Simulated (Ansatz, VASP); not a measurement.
## BaTiO3 in VASP and in Ansatz

File INCAR:

```
SYSTEM = BaTiO3
ALGO = Normal
EDIFF = 1E-6
ENCUT = 1340
GGA = PE
GGA_COMPAT = .FALSE.
ISIF = 2
ISMEAR = 0
LASPH = .TRUE.
LCHARG = .FALSE.
LDAU = .TRUE.
LDAUJ = 0 0 0
LDAUL = -1 2 -1
LDAUPRINT = 1
LDAUTYPE = 2
LDAUU = 0 4 0
LMAXMIX = 4
LREAL = .FALSE.
LWAVE = .FALSE.
NBANDS = 28
NELM = 200
PREC = Accurate
SIGMA = 0.05
```

KPOINTS

```
k-points
0
G
  6 6 6
  0 0 0
```

The input POSCAR:

```
BaTiO3
1.0
    4.0082194557      0.0000000000      0.0000000000
    0.0000000000      2.9882127255      2.8859183815
    0.0000000000     -2.9882127255      2.8859183815
Ba Ti O
1 1 3
Direct
    0.0000000000      0.0080771855      0.0080771855
    0.5000000000      0.5197092867      0.5197092867
    0.0000000000      0.4916268346      0.4916268346
    0.5000000000      0.4938075389      0.9829991543
    0.5000000000      0.9829991543      0.4938075389
```

Input for Ansatz:

```yaml
crystal:
  lattice:
    - [4.0082194746, 0.0, 0.0]
    - [0.0, 2.988212731, 2.8859183788]
    - [0.0, -2.988212731, 2.8859183788]
  atoms:
    - { symbol: Ba, position: [0.0, 0.0080771845, 0.0080771845] }
    - { symbol: Ti, position: [0.5, 0.5197092871, 0.5197092871] }
    - { symbol: O, position: [0.0, 0.491626839, 0.491626839] }
    - { symbol: O, position: [0.5, 0.4938075372, 0.9829991522] }
    - { symbol: O, position: [0.5, 0.9829991522, 0.4938075372] }
basis:
  ecutwfc: 420
kpoints:
  mp_grid: { grid: [6, 6, 6] }
hamiltonian:
  xc: pbe
  hubbard: { sites: [{ species: Ti, l: d, u_eff: 4.0 }] }
scf:
  occupations: { method: gaussian, width: 0.05 }
output:
  forces: true
  stress: true
  eigenvalues: true
```

Change from the starting cell: strain +0.0400 x Voigt [0, 1, 0, 0, 0, 0], atoms carried along.

Alike in both runs: task single point; functional PBE; k mesh 6 × 6 × 6; occupations gaussian, width 0.05 eV; no spin polarisation; Hubbard terms Ti d U = 4.0 eV.

```csv
,VASP,Ansatz
version,VASP 6.6.1,Ansatz 0.2.0
potentials or method,"VASP PAW PBE potentials, release 64 (Ba_sv, Ti_sv, O_h), cutoff 1340 eV","scalar-relativistic, plane waves, PAW"
valence electrons in the cell,40,40
```

|  | VASP | Ansatz | Ansatz less VASP |
| --- | --- | --- | --- |
| gap on the k mesh at the Fermi level (eV) | 2.39 | 2.39 | -0.001 |
| least direct gap on the mesh (eV) | 2.86 | 2.84 | -0.013 |
| pressure (GPa) | -2.8 | -5.6 | -2.77 |
| traceless stress, the component that is largest in VASP (GPa) | -5.10 | -5.15 | -0.051 |
| rms of the force components (eV/Å) | 0.047 | 0.177 | +0.1302 |

The programs project onto different local orbitals, so the same U acts differently, and such runs can settle in different states. Atom by atom the forces differ by 0.180 eV/Å (rms over components).

Neither program's run includes spin-orbit coupling.
